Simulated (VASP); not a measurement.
# C (Fmmm) in VASP: a series of runs, part 2 of 2

VASP 6.6.1. Earlier steps stand in the parts before.

**3. Single point, PBEsol**

This run uses another cell than the first one, of 8.57 Å³/atom, 1.032 times its volume.

INCAR

```
SYSTEM = C
ALGO     = Normal         ! electronic algorithm
EDIFF    = 1E-7           ! SCF threshold, eV
ENCUT    = 520            ! plane-wave cutoff, eV
GGA      = PS             ! functional
ISIF     = 2              ! what is computed and relaxed
ISMEAR   = 1              ! smearing method
LASPH    = .True.         ! aspherical terms in the spheres
LCHARG   = .True.         ! write CHGCAR
LELF     = .True.         ! ELF
LREAL    = .False.        ! projectors in reciprocal space
LVHAR    = .True.       
LWAVE    = .False.        ! write WAVECAR
NBANDS   = 11             ! bands
NELM     = 100            ! most SCF steps
PREC     = Accurate       ! precision mode
SIGMA    = 0.0531         ! smearing width, eV
```

KPOINTS

```
k-points
0
Gamma
  14 14 14
  0 0 0
```

POSCAR

```
C
1.0
    0.0000000000      2.1127244021      3.3255295243
    1.2197581409      0.0000000000      3.3255295243
    1.2197581409      2.1127244021      0.0000000000
C
2
Direct
    0.1666666667      0.8333333333      0.1666666667
    0.8333333333      0.1666666667      0.8333333333
```

Potentials or basis: VASP PAW PBE potentials, release 64 (C).

The run is started by

```
$ cat potpaw_PBE.64/C/POTCAR > POTCAR
$ mpirun -np 1 vasp_std > vasp.out
```

OUTCAR:

```text
SYSTEM = C
   EDIFF = 1E-7
   ENCUT = 520
   GGA = PS
   ISIF = 2
   ISMEAR = 1
   LASPH = .True.
   LREAL = .False.
   NELM = 100
   PREC = Accurate

 ion  position               nearest neighbor table
   1  0.167  0.833  0.167-   2 1.41   2 1.41   2 1.41
   2  0.833  0.167  0.833-   1 1.41   1 1.41   1 1.41

  LATTYP: Found a face centered orthorhombic cell.
 ALAT       =     2.4395162818
 B/A-ratio  =     1.7320846906
 C/A-ratio  =     2.7263843649

  Lattice vectors:

 A1 = (   0.0000000000,   2.1127244021,   3.3255295243)
 A2 = (   1.2197581409,   0.0000000000,   3.3255295243)
 A3 = (   1.2197581409,   2.1127244021,   0.0000000000)

Analysis of symmetry for initial positions (statically):
=====================================================================
 Subroutine PRICEL returns:
 Original cell was already a primitive cell.

 Routine SETGRP: Setting up the symmetry group for a
 face centered orthorhombic supercell.

 Subroutine GETGRP returns: Found  8 space group operations
 (whereof  8 operations were pure point group operations)
 out of a pool of  8 trial point group operations.

The static configuration has the point symmetry D_2h.

Analysis of symmetry for dynamics (positions and initial velocities):
=====================================================================
 Subroutine PRICEL returns:
 Original cell was already a primitive cell.

 Routine SETGRP: Setting up the symmetry group for a
 face centered orthorhombic supercell.

 Subroutine GETGRP returns: Found  8 space group operations
 (whereof  8 operations were pure point group operations)
 out of a pool of  8 trial point group operations.

The dynamic configuration has the point symmetry D_2h.

 Subroutine INISYM returns: Found  8 space group operations
 (whereof  8 operations are pure point group operations),
 and found     1 'primitive' translations

[... 120 lines left out ...]
   LHFCALC =     F    Hartree Fock is set to
   AEXX    =    0.0000 exact exchange contribution
   IVDW    =     0    specifies the selected vdW correction
   LEPSILON=     F    determine dielectric tensor
   LRPA    =     F    only Hartree local field effects (RPA)
 non-spin polarized calculation
 Methfessel and Paxton  Order N= 1 SIGMA  =   0.05
  energy-cutoff  :      520.00
  volume of cell :       17.14
 maximum number of plane-waves:       476
 NGX is ok and might be reduce to    30
   NGX = 15   NGY = 13   NGZ =  9

 number of electron       8.0000000 magnetization

 Free energy of the ion-electron system (eV)
  ---------------------------------------------------
  ext. energy  EPLUGINS =         0.00000000
  ---------------------------------------------------
  free energy    TOTEN  =       -19.26996607 eV

  energy without entropy =      -19.26999579  energy(sigma->0) =      -19.26997598

 E-fermi :   5.3027     XC(G=0): -10.6703

 val. band max:        5.0099730719   @ k =   0.5000  -0.1429   0.3571
 cond. band min:       5.3410098222   @ k =  -0.1429   0.2143   0.2857
 fundamental gap:      0.3310367503
 Fermi energy:         5.3026612626

 k-point     1 :       0.0000    0.0000    0.0000
  band No.  band energies     occupation
      1     -15.0073      2.00000
      2      -1.8647      2.00000
      3       1.9059      2.00000
      4       1.9344      2.00000
      5       8.8654      0.00000
      6      13.3822      0.00000
      7      13.4564      0.00000
      8      16.6651      0.00000
      9      18.3210      0.00000
     10      27.6135      0.00000
     11      30.7290      0.00000
[... 309 lines left out ...]
 k-point    24 :       0.2857    0.1429   -0.0000
  band No.  band energies     occupation
      1     -14.3934      2.00000
      2      -2.1992      2.00000
      3       0.1430      2.00000
      4       0.9953      2.00000
      5      11.5005      0.00000
      6      13.5113      0.00000
      7      15.0377      0.00000
      8      15.4051      0.00000
      9      19.1378      0.00000
     10      27.0105      0.00000
     11      28.9603      0.00000

 [... further k-points ...]

------------------------ aborting loop because EDIFF is reached ----------------------------------------

  FORCE on cell =-STRESS in cart. coord.  units (eV):
  Direction    XX          YY          ZZ          XY          YZ          ZX
  --------------------------------------------------------------------------------------
  -------------------------------------------------------------------------------------
  Total        1.2009815      1.2032411      0.2150450      0.0000000      0.0000000      0.0000000
  in kB      112.2637466    112.4749685     20.1016894      0.0000000      0.0000000      0.0000000
  external PRESSURE =      81.6134682 kB  Pullay stress =       0.0000000 kB

 VOLUME and BASIS-vectors are now :
 -----------------------------------------------------------------------------
  energy-cutoff  :      520.00
  volume of cell :       17.14
      direct lattice vectors                 reciprocal lattice vectors
     0.000000000  2.112724402  3.325529524    -0.409917330  0.236661251  0.150351995
     1.219758141  0.000000000  3.325529524     0.409917330 -0.236661251  0.150351995
     1.219758141  2.112724402  0.000000000     0.409917330  0.236661251 -0.150351995

 POSITION                                       TOTAL-FORCE (eV/Angst)
 -----------------------------------------------------------------------------------
      1.21976      0.70424      3.32553         0.000000      0.034953      0.000000
      1.21976      3.52121      3.32553         0.000000     -0.034953      0.000000
 -----------------------------------------------------------------------------------
    total drift:                               -0.000000     -0.000000     -0.000000

  FREE ENERGIE OF THE ION-ELECTRON SYSTEM (eV)
  ---------------------------------------------------
  free  energy   TOTEN  =       -19.2699660745 eV

  energy  without entropy=      -19.2699957865  energy(sigma->0) =      -19.26997598
```

OSZICAR:

```text
N       E                     dE             d eps       ncg     rms          rms(c)
DAV:   1    -0.492318651365E+00   -0.49232E+00   -0.41324E+03  9552   0.652E+02
DAV:   2    -0.201124947249E+02   -0.19620E+02   -0.18597E+02 12364   0.118E+02
DAV:   3    -0.205481556347E+02   -0.43566E+00   -0.43490E+00 11896   0.144E+01
DAV:   4    -0.205496458719E+02   -0.14902E-02   -0.14901E-02 11008   0.103E+00
DAV:   5    -0.205496513646E+02   -0.54928E-05   -0.54926E-05 11939   0.568E-02    0.662E+00
DAV:   6    -0.195752295539E+02    0.97442E+00   -0.84312E-01 10811   0.528E+00    0.382E+00
DAV:   7    -0.192681879077E+02    0.30704E+00   -0.91671E-01 11073   0.557E+00    0.102E+00
DAV:   8    -0.192702302855E+02   -0.20424E-02   -0.20293E-02 10522   0.917E-01    0.140E-01
DAV:   9    -0.192699222154E+02    0.30807E-03   -0.67874E-04 11339   0.158E-01    0.583E-02
DAV:  10    -0.192699667231E+02   -0.44508E-04   -0.11239E-04 10846   0.725E-02    0.285E-02
DAV:  11    -0.192699659324E+02    0.79064E-06   -0.51583E-06 11437   0.131E-02    0.713E-03
DAV:  12    -0.192699661175E+02   -0.18502E-06   -0.32161E-07 10782   0.395E-03    0.185E-03
DAV:  13    -0.192699660745E+02    0.42926E-07   -0.81332E-08 11244   0.173E-03
   1 F= -.19269966E+02 E0= -.19269976E+02  d E =0.297119E-04
```

Wall time 2.8 min (1 thread of AMD EPYC 7R43 (Zen 3), shared host); peak memory 0.15 GiB.

Results:

| Property | Result |
| --- | --- |
| Free energy | -19.2700 eV |
| Pressure | 8.2 GPa |
| Largest force | 0.035 eV/Å |
| Band gap on the k mesh | 0.33 eV, indirect (least direct gap 0.42 eV) |

Forces in eV/Å, atoms in the order of the input:
```
C    0.000  0.035  0.000
C    0.000 -0.035  0.000
```

Caveat: the PAW data sets were made with another functional, which shifts forces and pressure a little. A k mesh can miss the band edges.

**4. Single point, PBEsol**

This run uses another cell than the first one, of 8.83 Å³/atom, 1.063 times its volume.

INCAR

```
PREC = Accurate
ENCUT = 520
EDIFF = 1E-6
ISMEAR = 1
SIGMA = 0.0544
LREAL = False
LASPH = True
NELM = 80
ALGO = Normal
ISIF = 2
LWAVE = False
LCHARG = True
GGA = PS
LELF = True
LVHAR = True
NBANDS = 11
```

KPOINTS

```
Automatic mesh
0
Gamma
  14 14 14
```

POSCAR

```
C
1.0
    0.0000000000      2.1340664971      3.3591230053
    1.2320797642      0.0000000000      3.3591230053
    1.2320797642      2.1340664971      0.0000000000
C
2
Direct
    0.1666666667      0.8333333333      0.1666666667
    0.8333333333      0.1666666667      0.8333333333
```

The run is started by

```
$ cat potpaw_PBE.64/C/POTCAR > POTCAR
$ mpirun -np 1 vasp_std > vasp.out
```

Run time: 2.1 min. Hardware: 1 thread of AMD EPYC 7R43 (Zen 3), shared host; peak memory 0.14 GiB.

The run converged. Its results:

* Free energy: -19.2823 eV
* Pressure: -0.7 GPa
* Largest force: 0.034 eV/Å
* Band gap on the k mesh: 0.34 eV, indirect (least direct gap 0.43 eV)

Forces in eV/Å, atoms in the order of the input:
```
C    0.000  0.034  0.000
C    0.000 -0.034  0.000
```

Stress tensor (GPa, compression positive):
```
-1.90  0.00  0.00
 0.00 -1.87  0.00
 0.00  0.00  1.66
```

Levels at points of the mesh, in eV from the valence-band top:
| k point | band 1 | band 2 | band 3 | band 4 | band 5 | band 6 | band 7 | band 8 | band 9 |
| --- | --- | --- | --- | --- | --- | --- | --- | --- | --- |
| (0.00, 0.00, 0.00) | -19.75 | -6.70 | -3.10 | -3.07 | 3.91 | 8.19 | 8.26 | 11.31 | 12.63 |
| (0.50, 0.00, 0.00) | -14.31 | -13.34 | -6.50 | -2.49 | 1.49 | 7.26 | 12.23 | 13.34 | 18.91 |
| (0.50, 0.50, 0.00) | -19.44 | -8.71 | -3.11 | -3.09 | 8.15 | 8.22 | 10.19 | 11.45 | 12.49 |
| (0.50, 0.00, 0.50) | -14.42 | -13.43 | -6.47 | -1.71 | 2.37 | 7.47 | 10.90 | 11.07 | 17.76 |
| (0.00, 0.50, 0.50) | -14.19 | -13.25 | -6.52 | -3.18 | 0.77 | 7.07 | 13.49 | 17.11 | 19.58 |

Caveat: the PAW data sets were made with another functional, which shifts forces and pressure a little. A k mesh can miss the band edges.

**5. Single point, PBEsol**

This run uses another cell than the first one, of 9.09 Å³/atom, 1.095 times its volume.

INCAR

```
SYSTEM = C
PREC     = Accurate       ! precision mode
ENCUT    = 520            ! plane-wave cutoff, eV
EDIFF    = 1E-6           ! SCF threshold, eV
ISMEAR   = 1              ! smearing method
SIGMA    = 0.0555         ! smearing width, eV
LREAL    = .FALSE.        ! projectors in reciprocal space
LASPH    = .TRUE.         ! aspherical terms in the spheres
NELM     = 60             ! most SCF steps
ALGO     = Normal         ! electronic algorithm
ISIF     = 2              ! what is computed and relaxed
LWAVE    = .FALSE.        ! write WAVECAR
LCHARG   = .TRUE.         ! write CHGCAR
GGA      = PS             ! functional
LELF     = .TRUE.         ! ELF
LVHAR    = .TRUE.       
NBANDS   = 11             ! bands
```

KPOINTS

```
regular mesh
0
G
  14 14 14
  0 0 0
```

POSCAR

```
C
1.0
    0.0000000000      2.1549900519      3.3920576840
    1.2441597479      0.0000000000      3.3920576840
    1.2441597479      2.1549900519      0.0000000000
C
2
Direct
    0.1666666667      0.8333333333      0.1666666667
    0.8333333333      0.1666666667      0.8333333333
```

The run is started by

```
$ cat potpaw_PBE.64/C/POTCAR > POTCAR
$ mpirun -np 1 vasp_std > vasp.out
```

It took 1.9 min on 1 thread of AMD EPYC 7R43 (Zen 3), shared host; peak memory 0.15 GiB.

It converged, with:

```yaml
Free_energy: -19.2674 eV
Pressure: -8.4 GPa
Largest_force: 0.032 eV/Å
Band_gap_on_the_k_mesh: 0.35 eV, indirect (least direct gap 0.43 eV)
```

Forces on the atoms (eV/Å):
```
C    0.000  0.032  0.000
C    0.000 -0.032  0.000
```

Stress tensor (GPa, compression positive):
```
-13.35   0.00   0.00
  0.00 -13.32   0.00
  0.00   0.00   1.38
```

Levels at points of the mesh, in eV from the valence-band top:
```tsv
k point	band 1	band 2	band 3	band 4	band 5	band 6	band 7	band 8
(0.00, 0.00, 0.00)	-19.49	-6.53	-3.10	-3.07	3.97	8.02	8.08	10.98
(0.50, 0.00, 0.00)	-14.19	-13.14	-6.40	-2.41	1.50	6.99	12.09	13.19
(0.50, 0.50, 0.00)	-19.20	-8.46	-3.10	-3.08	7.98	8.05	10.07	11.11
(0.50, 0.00, 0.50)	-14.30	-13.23	-6.37	-1.67	2.33	7.19	10.82	11.01
(0.00, 0.50, 0.50)	-14.08	-13.06	-6.43	-3.07	0.81	6.81	13.28	16.87
```

Caveat: the PAW data sets were made with another functional, which shifts forces and pressure a little. A k mesh can miss the band edges.

**6. Single point, PBEsol**

This run uses another cell than the first one, of 9.36 Å³/atom, 1.126 times its volume.

INCAR

```
PREC = Accurate
ENCUT = 520
EDIFF = 1E-6
ISMEAR = 1
SIGMA = 0.0565
LREAL = F
LASPH = T
NELM = 60
ALGO = Normal
ISIF = 2
LWAVE = F
LCHARG = F
GGA = PS
NBANDS = 11
```

KPOINTS

```
Automatic mesh
0
Gamma
  14 14 14
```

POSCAR

```
C
1.0
    0.0000000000      2.1755150020      3.4243649397
    1.2560096015      0.0000000000      3.4243649397
    1.2560096015      2.1755150020      0.0000000000
C
2
Direct
    0.1666666667      0.8333333333      0.1666666667
    0.8333333333      0.1666666667      0.8333333333
```

Potentials or basis: VASP PAW PBE potentials, release 64 (C).

The run is started by

```
$ cat potpaw_PBE.64/C/POTCAR > POTCAR
$ mpirun -np 1 vasp_std > vasp.out
```

OUTCAR:

```text
PREC = Accurate
   ENCUT = 520
   EDIFF = 1E-6
   ISMEAR = 1
   LREAL = F
   LASPH = T
   NELM = 60
   ISIF = 2
   GGA = PS

 ion  position               nearest neighbor table
   1  0.167  0.833  0.167-   2 1.45   2 1.45   2 1.45
   2  0.833  0.167  0.833-   1 1.45   1 1.45   1 1.45

  LATTYP: Found a face centered orthorhombic cell.
 ALAT       =     2.5120192030
 B/A-ratio  =     1.7320846906
 C/A-ratio  =     2.7263843649

  Lattice vectors:

 A1 = (   0.0000000000,   2.1755150020,   3.4243649397)
 A2 = (   1.2560096015,   0.0000000000,   3.4243649397)
 A3 = (   1.2560096015,   2.1755150020,   0.0000000000)

Analysis of symmetry for initial positions (statically):
=====================================================================
 Subroutine PRICEL returns:
 Original cell was already a primitive cell.

 Routine SETGRP: Setting up the symmetry group for a
 face centered orthorhombic supercell.

 Subroutine GETGRP returns: Found  8 space group operations
 (whereof  8 operations were pure point group operations)
 out of a pool of  8 trial point group operations.

[... 172 lines left out ...]
      2      -2.1831      2.00000
      3       1.0927      2.00000
      4       1.1174      2.00000
      5       8.1996      0.00000
      6      12.0317      0.00000
      7      12.0963      0.00000
      8      14.8457      0.00000
      9      15.5541      0.00000
     10      25.7037      0.00000
     11      28.5951      0.00000
[... 309 lines left out ...]
 k-point    24 :       0.2857    0.1429   -0.0000
  band No.  band energies     occupation
      1     -14.4901      2.00000
      2      -2.4523      2.00000
      3      -0.6098      2.00000
      4       0.2600      2.00000
      5      10.6379      0.00000
      6      12.0689      0.00000
      7      13.4088      0.00000
      8      13.8820      0.00000
      9      16.5102      0.00000
     10      25.1782      0.00000
     11      27.0259      0.00000

 [... further k-points ...]

------------------------ aborting loop because EDIFF is reached ----------------------------------------

  FORCE on cell =-STRESS in cart. coord.  units (eV):
  Direction    XX          YY          ZZ          XY          YZ          ZX
  --------------------------------------------------------------------------------------
  -------------------------------------------------------------------------------------
  Total       -2.7290688     -2.7257860      0.1345296      0.0000000      0.0000000      0.0000000
  in kB     -233.6468830   -233.3658271     11.5176357      0.0000000      0.0000000      0.0000000
  external PRESSURE =    -151.8316915 kB  Pullay stress =       0.0000000 kB

 VOLUME and BASIS-vectors are now :
 -----------------------------------------------------------------------------
  energy-cutoff  :      520.00
  volume of cell :       18.71
      direct lattice vectors                 reciprocal lattice vectors
     0.000000000  2.175515002  3.424364940    -0.398086129  0.229830638  0.146012475
     1.256009601  0.000000000  3.424364940     0.398086129 -0.229830638  0.146012475
     1.256009601  2.175515002  0.000000000     0.398086129  0.229830638 -0.146012475

 POSITION                                       TOTAL-FORCE (eV/Angst)
 -----------------------------------------------------------------------------------
      1.25601      0.72517      3.42436         0.000000      0.030228      0.000000
      1.25601      3.62586      3.42436         0.000000     -0.030228      0.000000
 -----------------------------------------------------------------------------------
    total drift:                               -0.000000     -0.000000     -0.000000

  FREE ENERGIE OF THE ION-ELECTRON SYSTEM (eV)
  ---------------------------------------------------
  free  energy   TOTEN  =       -19.2288986226 eV

  energy  without entropy=      -19.2289308084  energy(sigma->0) =      -19.22890935
```

It took 1.8 min on 1 thread of AMD EPYC 7R43 (Zen 3), shared host; peak memory 0.15 GiB.

What came out:

| Property | Result |
| --- | --- |
| Free energy | -19.2289 eV |
| Pressure | -15.2 GPa |
| Largest force | 0.030 eV/Å |
| Band gap on the k mesh | 0.35 eV, indirect (least direct gap 0.44 eV) |

Forces on the atoms (eV/Å):
```
C    0.000  0.030  0.000
C    0.000 -0.030  0.000
```

Stress tensor (GPa, compression positive):
```
-23.36   0.00   0.00
  0.00 -23.34   0.00
  0.00   0.00   1.15
```

Caveat: the PAW data sets were made with another functional, which shifts forces and pressure a little.

**7. Overview**

```tsv
cell	smearing	gap on the mesh (eV)	pressure (GPa)	largest force (eV/Å)
a = 3.899, b = 3.506, c = 2.414 Å, angles 80.1, 62.3, 37.6°, 2 atoms	methfessel-paxton 0.0516 eV	0.32	18.3	0.04
a = 3.940, b = 3.542, c = 2.440 Å, angles 80.1, 62.3, 37.6°, 2 atoms	methfessel-paxton 0.0531 eV	0.33	8.2	0.03
a = 3.980, b = 3.578, c = 2.464 Å, angles 80.1, 62.3, 37.6°, 2 atoms	methfessel-paxton 0.0544 eV	0.34	-0.7	0.03
a = 4.019, b = 3.613, c = 2.488 Å, angles 80.1, 62.3, 37.6°, 2 atoms	methfessel-paxton 0.0555 eV	0.35	-8.4	0.03
a = 4.057, b = 3.647, c = 2.512 Å, angles 80.1, 62.3, 37.6°, 2 atoms	methfessel-paxton 0.0565 eV	0.35	-15.2	0.03
```

Alike in all rows: task single point; level PBEsol; potentials or basis VASP PAW PBE potentials, release 64 (C); no spin polarisation; k mesh 14 × 14 × 14; cutoff (eV) 520.

Caveats: the PAW data sets were made with another functional, which shifts forces and pressure a little.

Total energies depend on the potentials used, so only differences within one code and one set of settings carry meaning.
